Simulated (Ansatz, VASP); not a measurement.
## GaCuSe2 in VASP and in Ansatz

File INCAR:

```
ALGO     = Normal         # electronic algorithm
EDIFF    = 1E-6           # SCF threshold, eV
ENCUT    = 520            # plane-wave cutoff, eV
GGA      = PE             # functional
ISIF     = 2              # what is computed and relaxed
ISMEAR   = -1             # smearing method
LASPH    = T              # aspherical terms in the spheres
LCHARG   = F              # write CHGCAR
LREAL    = F              # projectors in reciprocal space
LWAVE    = F              # write WAVECAR
NBANDS   = 26             # bands
NELM     = 80             # most SCF steps
PREC     = Accurate       # precision mode
SIGMA    = 0.05           # smearing width, eV
```

File KPOINTS:

```
k-points
0
Gamma
  7 7 5
```

The input POSCAR:

```
GaCuSe2
1.0
    3.8484429508      0.0000000000      0.0000000000
    0.0000000000      3.8484429508      0.0000000000
    0.0000000000      0.0000000000      5.3691699851
Se Ga Cu
2 1 1
Direct
    0.5000000000      0.5000000000      0.0000000000
    0.0000000000      0.0000000000      0.5000000000
    0.5000000000      0.5000000000      0.5000000000
    0.0000000000      0.0000000000      0.0000000000
```

Contents of input.yaml:

```yaml
crystal:
  lattice:
    - [3.8484429508, 0.0, 0.0]
    - [0.0, 3.8484429508, 0.0]
    - [0.0, 0.0, 5.3691699851]
  atoms:
    - { symbol: Se, position: [0.5, 0.5, 0.0] }
    - { symbol: Se, position: [0.0, 0.0, 0.5] }
    - { symbol: Ga, position: [0.5, 0.5, 0.5] }
    - { symbol: Cu, position: [0.0, 0.0, 0.0] }
hamiltonian:
  xc: pbe
  pseudopotentials: { kind: paw }
kpoints:
  mp_grid: { grid: [7, 7, 5] }
scf:
  occupations: { method: fermi_dirac, width: 0.05 }
output:
  forces: true
  stress: true
  eigenvalues: true
```

Alike in both runs: task single point; functional PBE; k mesh 7 × 7 × 5; occupations fermi-dirac, width 0.05 eV; no spin polarisation.

|  | VASP | Ansatz |
| --- | --- | --- |
| version | VASP 6.6.1 | Ansatz 0.2.0 |
| potentials or method | VASP PAW PBE potentials, release 64 (Se, Ga_d, Cu) | Ansatz PAW |
| plane-wave cutoff (eV) | 520 | 420 |
| valence electrons in the cell | 36 | 64 |

```csv
,VASP,Ansatz,Ansatz less VASP
gap on the k mesh at the Fermi level (eV),none,none,-
pressure (GPa),-3.5,-3.6,-0.12
"traceless stress, the component that is largest in VASP (GPa)",-0.71,-0.74,-0.033
```

A gap of «none» marks a metal or a gap that the smearing closes. VASP's potentials hold 36 valence electrons a cell and Ansatz's 64, so a difference there can come from the potentials and not from the codes.
